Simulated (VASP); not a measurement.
Wanted: the native input for a VASP 6.6.1 run.

```
Task                   : relaxation of cell and atoms
Functional             : LDA
Potentials or basis    : VASP PAW LDA potentials, release 64 (Mg_sv)
Cutoff                 : 840 eV
k mesh                 : 9 × 9 × 5
Occupations            : fermi-dirac, width 0.1 eV
Spin                   : no spin polarisation
Dipole correction      : no
Further INCAR settings : ALGO = Normal; EDIFF = 1e-07; IBRION = 2; EDIFFG = -0.03; NSW = 50; ISIF = 3
```

The structure of Mg lies in POSCAR:

```
Mg
1.0
    3.2093000000      0.0000000000      0.0000000000
   -1.6046500000      2.7793350000      0.0000000000
    0.0000000000      0.0000000000      5.2103000000
Mg
2
Direct
    0.3333333333      0.6666666667      0.2500000000
    0.6666666667      0.3333333333      0.7500000000
```

One way to write it, as run:

INCAR

```
SYSTEM = Mg
PREC = Accurate
ENCUT = 840
EDIFF = 1E-7
ISMEAR = -1
SIGMA = 0.1
LREAL = .FALSE.
LASPH = .TRUE.
NELM = 120
ALGO = Normal
ISIF = 3
LWAVE = .FALSE.
LCHARG = .FALSE.
IBRION = 2
NSW = 50
EDIFFG = -0.03
GGA_COMPAT = .FALSE.
NELMIN = 4
```

KPOINTS

```
Automatic mesh
0
G
  9 9 5
  0 0 0
```

Potentials or basis: VASP PAW LDA potentials, release 64 (Mg_sv).

The run is started by

```bash
$ cat potpaw_LDA.64/Mg_sv/POTCAR > POTCAR
$ mpirun -np 1 vasp_std > vasp.out
```

Results of the run:

```json
{"Relaxed volume": "21.56 Å³/atom", "Relaxed cell": "a = 3.131 Å, b = 3.131 Å, c = 5.079 Å, α = 90.00°, β = 90.00°, γ = 120.00°", "Space group after relaxing (to 0.1 Å)": "P6_3/mmc (No. 194)", "Energy gained by relaxing": "15.1 meV/atom", "Ionic steps": "3", "Pressure after relaxing": "0.0 GPa", "Band gap on the k mesh": "zero (bands 10 and 11 overlap by 2.27 eV)"}
```

Wall time 70 s on 1 thread of AMD EPYC 7R13 Processor (Zen 3) (shared host), peak memory 0.15 GiB.
